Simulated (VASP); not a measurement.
# AlAu: single point with PBEsol

AlAu:

```
Au Al
1.0
     3.26637    0.00000    0.00000
     0.00000    3.26637    0.00000
     0.00000    0.00000    3.26637
Au Al
1 1
Cartesian
  1.6332 1.6332 1.6332
  0.0000 0.0000 0.0000
```

This cell differs from its parent crystal: volume scaled by 1.04.

- Program: VASP 6.6.1
- Task: single point
- Functional: PBEsol
- Potentials or basis: VASP PAW PBE potentials, release 64 (Au, Al)
- Cutoff: 520 eV
- k mesh: 8 × 8 × 8
- Occupations: fermi-dirac, width 0.05 eV
- Spin: no spin polarisation

The pressure is -8.6 GPa and the band gap on the k mesh is zero (band 7 reaches 11.71 eV, above the bottom of band 8 at 7.60 eV).

Levels at points of the mesh, in eV from the Fermi level:
| k point | band 5 | band 6 | band 7 | band 8 | band 9 | band 10 |
| --- | --- | --- | --- | --- | --- | --- |
| (0.00, 0.00, 0.00) | -4.55 | -4.55 | 2.81 | 2.81 | 2.81 | 6.20 |
| (0.50, 0.00, 0.00) | -5.38 | -4.45 | -3.23 | 5.85 | 7.20 | 7.20 |
| (0.50, 0.50, 0.00) | -3.77 | -3.28 | -3.28 | -1.29 | 0.53 | 7.00 |
| (0.50, 0.50, 0.50) | -3.73 | -0.53 | 1.01 | 1.01 | 1.01 | 1.92 |

It took 9.5 s on 1 thread of AMD EPYC 7R13 Processor (Zen 3) (shared host), peak memory 0.12 GiB.

Caveat: the PAW data sets were made with another functional, which shifts forces and pressure a little; spin-orbit coupling is left out, which moves the levels of the heavy elements.
